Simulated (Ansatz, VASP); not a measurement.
CuI: VASP beside Ansatz

INCAR

```
PREC = Accurate
ENCUT = 520
EDIFF = 1E-6
ISMEAR = -1
SIGMA = 0.05
LREAL = F
LASPH = T
NELM = 150
ALGO = Normal
ISIF = 2
LWAVE = F
LCHARG = F
LNONCOLLINEAR = T
MAGMOM = 0 0 0 0 0 0
LORBIT = 11
LSORBIT = T
GGA_COMPAT = F
LORBMOM = T
LMAXMIX = 4
NBANDS = 30
```

Contents of KPOINTS:

```
Automatic mesh
0
Gamma
  6 6 6
```

POSCAR

```
CuI
1.0
    0.0000000000      3.0315000000      3.0315000000
    3.0315000000      0.0000000000      3.0315000000
    3.0315000000      3.0315000000      0.0000000000
I Cu
1 1
Direct
    0.0000000000      0.0000000000      0.0000000000
    0.7500000000      0.7500000000      0.7500000000
```

Contents of input.yaml:

```yaml
crystal:
  lattice:
    - [0.0, 3.0315, 3.0315]
    - [3.0315, 0.0, 3.0315]
    - [3.0315, 3.0315, 0.0]
  atoms:
    - { symbol: I, position: [0.0, 0.0, 0.0] }
    - { symbol: Cu, position: [0.75, 0.75, 0.75] }
kpoints:
  mp_grid: { grid: [6, 6, 6] }
  band_path:
    path:
      - [0.0, 0.0, 0.0]
      - [0.5, 0.0, 0.5]
      - [0.5, 0.25, 0.75]
      - [0.375, 0.375, 0.75]
      - [0.0, 0.0, 0.0]
      - [0.5, 0.5, 0.5]
      - [0.625, 0.25, 0.625]
      - [0.5, 0.25, 0.75]
    npoints: 12
scf:
  occupations: { method: fermi_dirac, width: 0.05 }
hamiltonian:
  xc: lda
  pseudopotentials: { kind: all_electron, lapw: { basis_error: 0.001 } }
magnetization:
  noncollinear: true
  spin_orbit: true
output:
  forces: true
  stress: true
  eigenvalues: true
```

Alike in both runs: functional LDA; k mesh 6 × 6 × 6; occupations fermi-dirac, width 0.05 eV; non-collinear spin, spin-orbit coupling.

|  | VASP | Ansatz |
| --- | --- | --- |
| version | VASP 6.6.1 | Ansatz 0.2.0 |
| potentials or method | VASP PAW LDA potentials, release 64 (I, Cu), cutoff 520 eV | all-electron LAPW, relativistic spinors |
| task | single point | band structure |

Ansatz gave:

```
pressure (GPa) : -4.3
```

Question: Estimate VASP's values.

Answer: Pressure (GPa): -4.1.

LDA's correlation is that of Perdew and Zunger in VASP and of Perdew and Wang (1992) in Ansatz. Ansatz ran all-electron here, and VASP with PAW potentials.
